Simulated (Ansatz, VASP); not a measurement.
## Ge2Sb2Te5: VASP beside Ansatz

Contents of INCAR:

```
PREC     = Accurate       # precision mode
ENCUT    = 520            # plane-wave cutoff, eV
EDIFF    = 1E-6           # SCF threshold, eV
ISMEAR   = 0              # smearing method
SIGMA    = 0.03           # smearing width, eV
LREAL    = False          # projectors in reciprocal space
LASPH    = True           # aspherical terms in the spheres
NELM     = 60             # most SCF steps
ALGO     = Normal         # electronic algorithm
ISIF     = 2              # what is computed and relaxed
LWAVE    = False          # write WAVECAR
LCHARG   = False          # write CHGCAR
GGA      = PE             # functional
NBANDS   = 44             # bands
```

The input KPOINTS:

```
Automatic mesh
0
Gamma
  12 12 2
```

Contents of POSCAR:

```
Ge2Sb2Te5
1.0
    4.1043864452      0.0000000000      0.0000000000
   -2.0521932226      3.5545029285      0.0000000000
    0.0000000000      0.0000000000     16.3990760417
Ge Sb Te
2 2 5
Direct
    0.0000000000      0.0000000000      0.3313200918
    0.0000000000      0.0000000000      0.6686799082
    0.3333333333      0.6666666667      0.1120971408
    0.6666666667      0.3333333333      0.8879028592
    0.0000000000      0.0000000000      0.0000000000
    0.3333333333      0.6666666667      0.7914345914
    0.6666666667      0.3333333333      0.2085654086
    0.3333333333      0.6666666667      0.4096023866
    0.6666666667      0.3333333333      0.5903976134
```

Input for Ansatz:

```yaml
crystal:
  lattice:
    - [4.1043864452, 0.0, 0.0]
    - [-2.0521932226, 3.5545029285, 0.0]
    - [0.0, 0.0, 16.3990760417]
  atoms:
    - { symbol: Ge, position: [0.0, 0.0, 0.3313200918] }
    - { symbol: Ge, position: [0.0, 0.0, 0.6686799082] }
    - { symbol: Sb, position: [0.3333333333, 0.6666666667, 0.1120971408] }
    - { symbol: Sb, position: [0.6666666667, 0.3333333333, 0.8879028592] }
    - { symbol: Te, position: [0.0, 0.0, 0.0] }
    - { symbol: Te, position: [0.3333333333, 0.6666666667, 0.7914345914] }
    - { symbol: Te, position: [0.6666666667, 0.3333333333, 0.2085654086] }
    - { symbol: Te, position: [0.3333333333, 0.6666666667, 0.4096023866] }
    - { symbol: Te, position: [0.6666666667, 0.3333333333, 0.5903976134] }
basis:
  ecutwfc: 420
kpoints:
  mp_grid: { grid: [12, 12, 2] }
hamiltonian:
  xc: pbe
scf:
  occupations: { method: gaussian, width: 0.03 }
output:
  forces: true
  stress: true
  eigenvalues: true
  write_density: true
  write_potential: true
  elf: true
  volumetric_format: npy
```

Alike in both runs: task single point; functional PBE; k mesh 12 × 12 × 2; occupations gaussian, width 0.03 eV; no spin polarisation.

|  | VASP | Ansatz |
| --- | --- | --- |
| version | VASP 6.6.1 | Ansatz 0.2.0 |
| potentials or method | VASP PAW PBE potentials, release 64 (Ge_d, Sb, Te), cutoff 520 eV | scalar-relativistic, plane waves, PAW |
| valence electrons in the cell | 68 | 138 |

|  | VASP | Ansatz | Ansatz less VASP |
| --- | --- | --- | --- |
| gap on the k mesh at the Fermi level (eV) | none | none | - |
| pressure (GPa) | 11.6 | 11.6 | -0.04 |
| traceless stress, the component that is largest in VASP (GPa) | 0.81 | 0.83 | +0.019 |
| rms of the force components (eV/Å) | 0.582 | 0.566 | -0.0163 |

Atom by atom the forces differ by 0.018 eV/Å (rms over components). A gap of «none» marks a metal or a gap that the smearing closes. With one functional, cell and mesh, what is left measures potentials, basis and numerics. VASP's potentials hold 68 valence electrons a cell and Ansatz's 138, so a difference there can come from the potentials and not from the codes.

Neither program's run includes spin-orbit coupling.
